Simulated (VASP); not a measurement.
## GaN: single point with PBE

Crystal: GaN.

```
Ga N
1.0
     0.00000    2.30849    2.30849
     2.30849    0.00000    2.30849
     2.30849    2.30849    0.00000
Ga N
1 1
Direct
  0.00000 0.00000 0.00000
  0.75000 0.75000 0.75000
```

```json
{
 "Program": "VASP 6.6.1",
 "Task": "single point",
 "Functional": "PBE",
 "Potentials or basis": "VASP PAW PBE potentials, release 64 (Ga_d, N)",
 "Cutoff": "520 eV",
 "k mesh": "8 × 8 × 8",
 "Occupations": "methfessel-paxton, width 0.02 eV",
 "Spin": "no spin polarisation"
}
```

```json
{
 "Pressure": "-6.8 GPa",
 "Band gap on the k mesh": "1.26 eV, direct"
}
```

Levels at points of the mesh, in eV from the valence-band top:
```tsv
k point	band 5	band 6	band 7	band 8	band 9	band 10	band 11	band 12	band 13	band 14
(0.00, 0.00, 0.00)	-13.15	-13.15	0.00	0.00	0.00	1.26	9.85	9.85	9.85	16.63
(0.50, 0.00, 0.00)	-13.11	-11.89	-6.58	-0.88	-0.88	4.15	8.36	9.99	9.99	15.04
(0.50, 0.50, 0.00)	-13.09	-11.46	-5.84	-2.46	-2.46	3.33	6.22	11.22	13.21	13.21
```

Run time: 8.4 s on 1 thread of Intel(R) Xeon(R) Platinum 8259CL CPU @ 2.50GHz (Skylake/Cascade Lake), with other jobs on the host, peak memory 0.14 GiB.
